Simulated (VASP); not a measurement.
# ScSi2H2 (P6/mmm) in VASP: single point with r2SCAN

Aim: the single point of ScSi2H2 with r2SCAN.

All numbers are computed with VASP 6.6.1; they aren't measurements. Logs are shortened: lines on timing, memory, paths and dates and some standing lists are left out, and cuts for length are marked.

## Step 1: The cell of the first run

Symmetry: P6/mmm, No. 191, hexagonal system. Conventional cell: a = 4.072 Å, b = 4.072 Å, c = 3.854 Å, α = 90.00°, β = 90.00°, γ = 120.00°. Sc (site symmetry 6/mmm) has 6 H at 2.35 Å and 12 Si at 3.04 Å within 3.1 Å. Within 2.6 Å of Si (site symmetry -6m2) lie 2 H at 1.93 Å and 3 Si at 2.35 Å. H (site symmetry -6m2) has 2 Si at 1.93 Å and 3 H at 2.35 Å and 3 Sc at 2.35 Å within 2.6 Å.

## Step 2: Single point, r2SCAN

POSCAR

```
ScSi2H2
1.0
    4.0721096064      0.0000000000      0.0000000000
   -2.0360548032      3.5265503661      0.0000000000
    0.0000000000      0.0000000000      3.8540373464
Sc Si H
1 2 2
Direct
    0.0000000000      1.0000000000      0.0000000000
    0.3333333333      0.6666666667      0.5000000000
    0.6666666667      0.3333333333      0.5000000000
    0.3333333333      0.6666666667      0.0000000000
    0.6666666667      0.3333333333      0.0000000000
```

INCAR.step1

```
PREC = Accurate ; ENCUT = 520
ISMEAR = 0 ; SIGMA = 0.1
LREAL = F ; LASPH = T
NELM = 80 ; NBANDS = 18
GGA = PE ; ALGO = Normal
EDIFF = 1E-4 ; LWAVE = T
LCHARG = F
```

INCAR.step2

```
PREC = Accurate ; ENCUT = 520
EDIFF = 1E-6 ; ISMEAR = 0
SIGMA = 0.1 ; LREAL = F
LASPH = T ; NELM = 80
ALGO = Normal ; ISIF = 2
LWAVE = F ; LCHARG = F
METAGGA = R2SCAN ; LMIXTAU = T
NBANDS = 18 ; ISTART = 1
```

KPOINTS

```
regular mesh
0
Gamma
  12 12 8
```

Potentials or basis: VASP PAW PBE potentials, release 64 (Sc_sv, Si, H).

Run with:

```sh
$ cat potpaw_PBE.64/Sc_sv/POTCAR potpaw_PBE.64/Si/POTCAR potpaw_PBE.64/H/POTCAR > POTCAR
$ cp INCAR.step1 INCAR
$ mpirun -np 1 vasp_std > vasp.out
$ cp INCAR.step2 INCAR
$ mpirun -np 1 vasp_std > vasp.out
```

OUTCAR:

```text
PREC = Accurate
   ENCUT = 520
   EDIFF = 1E-6
   ISMEAR = 0
   LREAL = F
   LASPH = T
   NELM = 80
   ISIF = 2
   METAGGA = R2SCAN
   ISTART = 1

 ion  position               nearest neighbor table
   1  0.000  0.000  0.000-   2 3.04   3 3.04   2 3.04   3 3.04   2 3.04   2 3.04   3 3.04   3 3.04
                             3 3.04   3 3.04   2 3.04   2 3.04
   2  0.333  0.667  0.500-   4 1.93   4 1.93   3 2.35   3 2.35   3 2.35   1 3.04   1 3.04   1 3.04
                             1 3.04   1 3.04   1 3.04
   3  0.667  0.333  0.500-   5 1.93   5 1.93   2 2.35   2 2.35   2 2.35   1 3.04   1 3.04   1 3.04
                             1 3.04   1 3.04   1 3.04
   4  0.333  0.667  0.000-   2 1.93   2 1.93
   5  0.667  0.333  0.000-   3 1.93   3 1.93

  LATTYP: Found a hexagonal cell.
 ALAT       =     4.0721096064
 C/A-ratio  =     0.9464473501

  Lattice vectors:

 A1 = (   4.0721096064,   0.0000000000,   0.0000000000)
 A2 = (  -2.0360548032,   3.5265503661,   0.0000000000)
 A3 = (   0.0000000000,   0.0000000000,   3.8540373464)

Analysis of symmetry for initial positions (statically):
=====================================================================
 Subroutine PRICEL returns:
 Original cell was already a primitive cell.

 Routine SETGRP: Setting up the symmetry group for a
 hexagonal supercell.

 Subroutine GETGRP returns: Found 24 space group operations
 (whereof 24 operations were pure point group operations)
 out of a pool of 24 trial point group operations.

The static configuration has the point symmetry D_6h.

Analysis of symmetry for dynamics (positions and initial velocities):
=====================================================================
 Subroutine PRICEL returns:
 Original cell was already a primitive cell.

 Routine SETGRP: Setting up the symmetry group for a
 hexagonal supercell.

 Subroutine GETGRP returns: Found 24 space group operations
 (whereof 24 operations were pure point group operations)
 out of a pool of 24 trial point group operations.

The dynamic configuration has the point symmetry D_6h.

 Subroutine INISYM returns: Found 24 space group operations
 (whereof 24 operations are pure point group operations),
 and found     1 'primitive' translations

----------------------------------------------------------------------------------------

                                     Primitive cell

  volume of cell :      55.3459

  direct lattice vectors                    reciprocal lattice vectors
     4.072109606  0.000000000  0.000000000     0.245572958  0.141781613  0.000000000
    -2.036054803  3.526550366  0.000000000     0.000000000  0.283563226  0.000000000
     0.000000000  0.000000000  3.854037346     0.000000000  0.000000000  0.259468165

  length of vectors
     4.072109606  4.072109606  3.854037346     0.283563226  0.283563226  0.259468165

  position of ions in fractional coordinates (direct lattice)
     0.000000000  0.000000000  0.000000000
     0.333333333  0.666666667  0.500000000
     0.666666667  0.333333333  0.500000000
     0.333333333  0.666666667  0.000000000
     0.666666667  0.333333333  0.000000000

  ion indices of the primitive-cell ions
   primitive index   ion index
                 1           1
                 2           2
                 3           3
                 4           4
                 5           5

----------------------------------------------------------------------------------------

 KPOINTS: regular mesh

Automatic generation of k-mesh.
 Grid dimensions read from file:
 generate k-points for:   12   12    8

 Generating k-lattice:

  Cartesian coordinates                     Fractional coordinates (reciprocal lattice)
     0.020464413  0.011815134  0.000000000     0.083333333  0.000000000  0.000000000
     0.000000000  0.023630269  0.000000000     0.000000000  0.083333333  0.000000000
     0.000000000  0.000000000  0.032433521     0.000000000  0.000000000  0.125000000

  Length of vectors
     0.023630269  0.023630269  0.032433521

  Shift w.r.t. Gamma in fractional coordinates (k-lattice)
     0.000000000  0.000000000  0.000000000

 Subroutine IBZKPT returns following result:
 ===========================================

 Found     95 irreducible k-points:

 Following reciprocal coordinates:
            Coordinates               Weight
  0.000000  0.000000  0.000000      1.000000
  0.083333 -0.000000  0.000000      6.000000
  0.166667 -0.000000  0.000000      6.000000
  0.250000 -0.000000  0.000000      6.000000
  0.333333 -0.000000  0.000000      6.000000
  0.416667 -0.000000  0.000000      6.000000
[... 16 lines left out ...]
  0.250000 -0.000000  0.125000     12.000000
  0.333333 -0.000000  0.125000     12.000000
 [... further k-points ...]
   k-points           NKPTS =     95   k-points in BZ     NKDIM =     95   number of bands    NBANDS=     18
   number of dos      NEDOS =    301   number of ions     NIONS =      5
   total plane-waves  NPLWV =  27000
   dimension x,y,z NGX =    30 NGY =   30 NGZ =   30
   dimension x,y,z NGXF=    60 NGYF=   60 NGZF=   60
   ions per type =               1   2   2
   NGX,Y,Z   is equivalent  to a cutoff of  12.25, 12.25, 12.94 a.u.
   NGXF,Y,Z  is equivalent  to a cutoff of  24.50, 24.50, 25.88 a.u.
 SYSTEM =  unknown system
   PREC   = accura    normal or accurate (medium, high low for compatibility)
   ISTART =      1    job   : 0-new  1-cont  2-samecut
   ICHARG =      0    charge: 1-file 2-atom 10-const
   ISPIN  =      1    spin polarized calculation?
   LNONCOLLINEAR =      F non collinear calculations
   LSORBIT =      F    spin-orbit coupling
   LASPH  =      T    aspherical Exc in radial PAW
   ENCUT  =  520.0 eV  38.22 Ry    6.18 a.u.   7.57  7.57  7.17*2*pi/ulx,y,z
   NELM   =     80;   NELMIN=  2; NELMDL=  0     # of ELM steps
   EDIFF  = 0.1E-05   stopping-criterion for ELM
   LREAL  =      F    real-space projection
   EDIFFG = 0.1E-04   stopping-criterion for IOM
   NSW    =      0    number of steps for IOM
   IBRION =     -1    ionic relax: 0-MD 1-quasi-New 2-CG
   NFREE  =      0    steps in history (QN), initial steepest desc. (CG)
   ISIF   =      2    stress and relaxation
   ISYM   =      2    0-nonsym 1-usesym 2-fastsym
   POTIM  = 0.5000    time-step for ionic-motion
   TEBEG  =    0.0;   TEEND  =   0.0 temperature during run
   PSTRESS=    0.0 pullay stress
   NELECT =      21.0000    total number of electrons
   NUPDOWN=      -1.0000    fix difference up-down
   EMIN   =  10.00;   EMAX   =-10.00  energy-range for DOS
   EFERMI =   0.00;   METHOD = LEGACY
   ISMEAR =     0;   SIGMA  =   0.10  broadening in eV -4-tet -1-fermi 0-gaus
   EFERMI_NEDOS =   21; number of points for ismear=-14 and -15
   IALGO  =     38    algorithm
   IMIX   =      4    mixing-type and parameters
     AMIX     =   0.40;   BMIX     =  1.00
     AMIX_MAG =   1.60;   BMIX_MAG =  1.00
  volume/ion in A,a.u.               =      11.07        74.70
  Fermi-wavevector in a.u.,A,eV,Ry     =   1.185185  2.239675 19.111603  1.404663
  Thomas-Fermi vector in A             =   2.321384
   LORBIT       =      0    0 simple, 1 ext, 2 COOP (PROOUT), +10 PAW based schemes
   METAGGA = R2SCAN    functional components
   LHFCALC =     F    Hartree Fock is set to
   AEXX    =    0.0000 exact exchange contribution
   IVDW    =     0    specifies the selected vdW correction
   LEPSILON=     F    determine dielectric tensor
   LRPA    =     F    only Hartree local field effects (RPA)
 non-spin polarized calculation
 Gauss-broadening in eV      SIGMA  =   0.10
  energy-cutoff  :      520.00
  volume of cell :       55.35
 maximum number of plane-waves:      1509
   NGX = 15   NGY = 15   NGZ = 15

 number of electron      21.0000000 magnetization

 Free energy of the ion-electron system (eV)
  ---------------------------------------------------
  ext. energy  EPLUGINS =         0.00000000
  ---------------------------------------------------
  free energy    TOTEN  =       -35.40366932 eV

  energy without entropy =      -35.39150428  energy(sigma->0) =      -35.39758680

 E-fermi :   8.1643     XC(G=0): -11.4836

 val. band max:        8.1636444680   @ k =   0.3333   0.1667   0.5000
 cond. band min:       8.1663214606   @ k =   0.0833   0.0833   0.3750
 fundamental gap:      0.0026769926
 Fermi energy:         8.1643379171

 k-point     1 :       0.0000    0.0000    0.0000
  band No.  band energies     occupation
      1     -44.5082      2.00000
      2     -22.2200      2.00000
      3     -22.2199      2.00000
      4     -22.1095      2.00000
      5      -6.1595      2.00000
      6       2.4338      2.00000
[... 10 lines left out ...]
     17      10.3404      0.00000
     18      12.6372      0.00000

 k-point     2 :       0.0833   -0.0000    0.0000
  band No.  band energies     occupation
      1     -44.5080      2.00000
      2     -22.2234      2.00000
      3     -22.2206      2.00000
      4     -22.1091      2.00000
      5      -6.0774      2.00000
      6       1.7982      2.00000
[... 10 lines left out ...]
     17      10.5874      0.00000
     18      12.2425      0.00000

 k-point     3 :       0.1667   -0.0000    0.0000
  band No.  band energies     occupation
      1     -44.5075      2.00000
      2     -22.2328      2.00000
      3     -22.2225      2.00000
      4     -22.1080      2.00000
      5      -5.8347      2.00000
      6       0.7505      2.00000
[... 10 lines left out ...]
     17      10.9702      0.00000
     18      11.5978      0.00000

 k-point     4 :       0.2500   -0.0000    0.0000
  band No.  band energies     occupation
      1     -44.5068      2.00000
      2     -22.2455      2.00000
      3     -22.2250      2.00000
      4     -22.1066      2.00000
      5      -5.4427      2.00000
      6      -0.3062      2.00000
[... 10 lines left out ...]
     17      11.3334      0.00000
     18      11.8918      0.00000

 k-point     5 :       0.3333   -0.0000    0.0000
  band No.  band energies     occupation
      1     -44.5062      2.00000
      2     -22.2581      2.00000
      3     -22.2275      2.00000
      4     -22.1052      2.00000
      5      -4.9250      2.00000
      6      -1.3003      2.00000
[... 10 lines left out ...]
     17      11.5517      0.00000
     18      13.0811      0.00000

 k-point     6 :       0.4167   -0.0000    0.0000
  band No.  band energies     occupation
      1     -44.5057      2.00000
      2     -22.2673      2.00000
      3     -22.2294      2.00000
      4     -22.1041      2.00000
      5      -4.3428      2.00000
      6      -2.1668      2.00000
[... 10 lines left out ...]
     17      11.9226      0.00000
     18      14.4860      0.00000

 k-point     7 :       0.5000   -0.0000    0.0000
  band No.  band energies     occupation
      1     -44.5055      2.00000
      2     -22.2706      2.00000
      3     -22.2301      2.00000
      4     -22.1037      2.00000
      5      -3.9828      2.00000
      6      -2.6211      2.00000
[... 10 lines left out ...]
     17      12.1059      0.00000
     18      15.7708      0.00000

 k-point     8 :       0.0833    0.0833    0.0000
  band No.  band energies     occupation
      1     -44.5077      2.00000
      2     -22.2297      2.00000
      3     -22.2221      2.00000
      4     -22.1084      2.00000
      5      -5.9150      2.00000
      6       1.0453      2.00000
[... 10 lines left out ...]
     17      10.9960      0.00000
     18      11.7467      0.00000
[... 229 lines left out ...]
     17      12.2228      0.00000
     18      12.8554      0.00000

 k-point    20 :       0.0000    0.0000    0.1250
  band No.  band energies     occupation
      1     -44.5078      2.00000
      2     -22.2193      2.00000
      3     -22.2192      2.00000
      4     -22.1170      2.00000
      5      -6.0016      2.00000
      6       1.4991      2.00000
[... 10 lines left out ...]
     17      10.7450      0.00000
     18      10.9843      0.00000

 k-point    21 :       0.0833   -0.0000    0.1250
  band No.  band energies     occupation
      1     -44.5076      2.00000
      2     -22.2227      2.00000
      3     -22.2199      2.00000
      4     -22.1165      2.00000
      5      -5.9205      2.00000
      6       1.5623      2.00000
[... 10 lines left out ...]
     17      10.9197      0.00000
     18      11.3509      0.00000

 k-point    22 :       0.1667   -0.0000    0.1250
  band No.  band energies     occupation
      1     -44.5071      2.00000
      2     -22.2319      2.00000
      3     -22.2217      2.00000
      4     -22.1153      2.00000
      5      -5.6808      2.00000
      6       0.8903      2.00000
[... 10 lines left out ...]
     17      10.8836      0.00000
     18      11.9072      0.00000

 k-point    23 :       0.2500   -0.0000    0.1250
  band No.  band energies     occupation
      1     -44.5065      2.00000
      2     -22.2445      2.00000
      3     -22.2243      2.00000
      4     -22.1137      2.00000
      5      -5.2937      2.00000
      6      -0.1642      2.00000
[... 10 lines left out ...]
     17      11.6787      0.00000
     18      12.0556      0.00000

 k-point    24 :       0.3333   -0.0000    0.1250
  band No.  band energies     occupation
      1     -44.5058      2.00000
      2     -22.2570      2.00000
      3     -22.2268      2.00000
      4     -22.1121      2.00000
      5      -4.7825      2.00000
      6      -1.1567      2.00000
[... 10 lines left out ...]
     17      11.9777      0.00000
     18      12.8366      0.00000

 [... further k-points ...]
[... 5 lines left out ...]
  --------------------------------------------------------------------------------------
  -------------------------------------------------------------------------------------
  Total        0.0255971      0.0255971      0.0873094      0.0000000      0.0000000     -0.0000000
  in kB        0.7409975      0.7409975      2.5274700      0.0000000      0.0000000     -0.0000000
  external PRESSURE =       1.3364883 kB  Pullay stress =       0.0000000 kB

 VOLUME and BASIS-vectors are now :
 -----------------------------------------------------------------------------
  energy-cutoff  :      520.00
  volume of cell :       55.35
      direct lattice vectors                 reciprocal lattice vectors
     4.072109606  0.000000000  0.000000000     0.245572958  0.141781613  0.000000000
    -2.036054803  3.526550366  0.000000000     0.000000000  0.283563226  0.000000000
     0.000000000  0.000000000  3.854037346     0.000000000  0.000000000  0.259468165

 POSITION                                       TOTAL-FORCE (eV/Angst)
 -----------------------------------------------------------------------------------
      0.00000      0.00000      0.00000         0.000000      0.000000      0.000000
     -0.00000      2.35103      1.92702        -0.000000      0.000000      0.000000
      2.03605      1.17552      1.92702         0.000000     -0.000000      0.000000
     -0.00000      2.35103      0.00000         0.000000      0.000000     -0.000000
      2.03605      1.17552      0.00000        -0.000000      0.000000      0.000000
 -----------------------------------------------------------------------------------
    total drift:                                0.000000     -0.000000      0.000000

  FREE ENERGIE OF THE ION-ELECTRON SYSTEM (eV)
  ---------------------------------------------------
  free  energy   TOTEN  =       -35.4036693220 eV

  energy  without entropy=      -35.3915042838  energy(sigma->0) =      -35.39758680
```

Run time: 4.7 min. Hardware: 1 thread of Intel Xeon Platinum 8375C at 2.90GHz (Ice Lake), shared host; peak memory 0.24 GiB.

What came out:

| Property | Result |
| --- | --- |
| Free energy | -35.4037 eV |
| Pressure | 0.1 GPa |

Caveat: the PAW data sets were made with another functional, which shifts forces and pressure a little.
